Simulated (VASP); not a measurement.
## N: single point with LDA

The system is N.

```
CELL_PARAMETERS angstrom
5.81510 0.00000 0.00000
0.00000 5.81510 0.00000
0.00000 0.00000 5.81510
ATOMIC_POSITIONS crystal
N 0.04586 0.45414 0.54586
N 0.45414 0.54586 0.04586
N 0.54586 0.04586 0.45414
N 0.95414 0.95414 0.95414
N 0.93610 0.56390 0.43610
N 0.56390 0.43610 0.93610
N 0.43610 0.93610 0.56390
N 0.06390 0.06390 0.06390
```

```yaml
Program: VASP 6.6.1
Task: single point
Functional: LDA
Potentials_or_basis: VASP PAW LDA potentials, release 64 (N)
Cutoff: 520 eV
k_mesh: 4 × 4 × 4
Occupations: gaussian, width 0.01 eV
Spin: no spin polarisation
```

- Pressure: -1.1 GPa
- Largest force: 0.362 eV/Å
- Band gap on the k mesh: 7.26 eV, indirect (least direct gap 7.28 eV)

Forces in eV/Å, atoms in the order of the input:
```
N   -0.207  0.207 -0.207
N    0.207 -0.207 -0.207
N   -0.207 -0.207  0.207
N    0.207  0.207  0.207
N    0.209 -0.209  0.209
N   -0.209  0.209  0.209
N    0.209  0.209 -0.209
N   -0.209 -0.209 -0.209
```

Levels at points of the mesh, in eV from the valence-band top:
| k point | band 17 | band 18 | band 19 | band 20 | band 21 | band 22 | band 23 | band 24 |
| --- | --- | --- | --- | --- | --- | --- | --- | --- |
| (0.00, 0.00, 0.00) | -0.81 | -0.02 | -0.02 | -0.02 | 7.26 | 7.26 | 7.26 | 8.02 |
| (0.50, 0.00, 0.00) | -0.31 | -0.31 | 0.00 | 0.00 | 7.48 | 7.48 | 7.80 | 7.80 |
| (0.50, 0.50, 0.00) | -0.18 | -0.18 | -0.14 | -0.14 | 7.79 | 7.79 | 7.81 | 7.81 |
| (0.50, 0.50, 0.50) | -0.20 | -0.20 | -0.20 | -0.20 | 7.81 | 7.81 | 7.81 | 7.81 |

It took 26 s on 1 thread of Intel(R) Xeon(R) 6975P-C (Granite Rapids) (shared host), peak memory 0.24 GiB.

Caveat: the standard files for N, O and F lose accuracy on very short bonds. A hybrid or GW would open this gap; LDA tends to underestimate it.
